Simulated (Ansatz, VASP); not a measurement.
# C: VASP beside Ansatz

Contents of INCAR:

```
SYSTEM = C
ALGO = Normal ; EDIFF = 1E-6
ENCUT = 600 ; GGA = CA
GGA_COMPAT = .False. ; ISIF = 2
ISMEAR = 0 ; LASPH = .True.
LCHARG = .False. ; LREAL = .False.
LWAVE = .False. ; NBANDS = 11
NELM = 120 ; PREC = Accurate
SIGMA = 0.02
```

File KPOINTS:

```
k-points
0
Gamma
  12 12 12
  0 0 0
```

Contents of POSCAR:

```
C
1.0
    0.0000000000      1.7657474434      1.7657474434
    1.7657474434      0.0000000000      1.7657474434
    1.7657474434      1.7657474434      0.0000000000
C
2
Direct
    0.0000000000      0.0000000000      0.0000000000
    0.2500000000      0.2500000000      0.2500000000
```

Input for Ansatz:

```yaml
crystal:
  lattice:
    - [0.0, 1.7657474434, 1.7657474434]
    - [1.7657474434, 0.0, 1.7657474434]
    - [1.7657474434, 1.7657474434, 0.0]
  atoms:
    - { symbol: C, position: [0.0, 0.0, 0.0] }
    - { symbol: C, position: [0.25, 0.25, 0.25] }
basis:
  ecutwfc: 420
kpoints:
  mp_grid: { grid: [12, 12, 12] }
  band_path:
    path:
      - [[0.0, 0.0, 0.0], [0.5, 0.0, 0.5], [0.625, 0.25, 0.625]]
      - [[0.375, 0.375, 0.75], [0.0, 0.0, 0.0], [0.5, 0.5, 0.5], [0.5, 0.25, 0.75], [0.5, 0.0, 0.5]]
    npoints: 10
hamiltonian:
  xc: lda
  pseudopotentials: { kind: paw, azcp: { folder: soft_1 } }
scf:
  occupations: { method: gaussian, width: 0.02 }
  n_extra_bands: 7
output:
  forces: true
  stress: true
  eigenvalues: true
```

Alike in both runs: task single point; functional LDA; k mesh 12 × 12 × 12; occupations gaussian, width 0.02 eV; no spin polarisation.

```csv
,VASP,Ansatz
version,VASP 6.6.1,Ansatz 0.2.0
potentials or method,"VASP PAW LDA potentials, release 64 (C), cutoff 600 eV","scalar-relativistic, plane waves, PAW"
valence electrons in the cell,8,8
```

Ansatz gave:

| Item | Value |
| --- | --- |
| gap on the k mesh at the Fermi level (eV) | 4.20 |
| least direct gap on the mesh (eV) | 5.62 |
| pressure (GPa) | 0.0 |

Q: What did VASP give for the same quantities?

A: gap on the k mesh at the Fermi level (eV): 4.20; least direct gap on the mesh (eV): 5.63; pressure (GPa): 0.9.

Ansatz warns that its potentials were made for another functional, while VASP's fit it. LDA's correlation is that of Perdew and Zunger in VASP and of Perdew and Wang (1992) in Ansatz.
